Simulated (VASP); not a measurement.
Set up this calculation in VASP 6.6.1, as the native input.

| Quantity | Value |
| --- | --- |
| Task | single point |
| Functional | LDA |
| Potentials or basis | VASP PAW LDA potentials, release 64 (Na_pv, Hg) |
| Cutoff | 520 eV |
| k mesh | 3 × 3 × 3 |
| Occupations | fermi-dirac, width 0.1 eV |
| Spin | no spin polarisation |
| Dipole correction | no |
| Further INCAR settings | ALGO = Normal; EDIFF = 1e-06; NBANDS = 30 |

The structure of NaHg3 lies in POSCAR:

```
NaHg3
1.0
    0.0000000000      3.6610784400      3.6610784400
    3.6610784400      0.0000000000      3.6610784400
    3.6610784400      3.6610784400      0.0000000000
Na Hg
1 3
Direct
    0.0000000000      0.0000000000      0.0000000000
    0.2500000000      0.2500000000      0.2500000000
    0.7500000000      0.7500000000      0.7500000000
    0.5000000000      0.5000000000      0.5000000000
```

One way to write it, as run:

INCAR

```
PREC = Accurate ; ENCUT = 520
EDIFF = 1E-6 ; ISMEAR = -1
SIGMA = 0.1 ; LREAL = F
LASPH = T ; NELM = 60
ALGO = Normal ; ISIF = 2
LWAVE = F ; LCHARG = F
NBANDS = 30
```

KPOINTS

```
Automatic mesh
0
Gamma
  3 3 3
```

Potentials or basis: VASP PAW LDA potentials, release 64 (Na_pv, Hg).

Run with:

```sh
$ cat potpaw_LDA.64/Na_pv/POTCAR potpaw_LDA.64/Hg/POTCAR > POTCAR
$ mpirun -np 1 vasp_std > vasp.out
```

It gave:

```yaml
Pressure: -2.8 GPa
```

Caveat: the k points lie up to 0.50 Å⁻¹ apart.

Run time: 20 s on 1 thread of AMD EPYC 7R43 64-Core Processor (Zen 3) (shared host), peak memory 0.15 GiB.
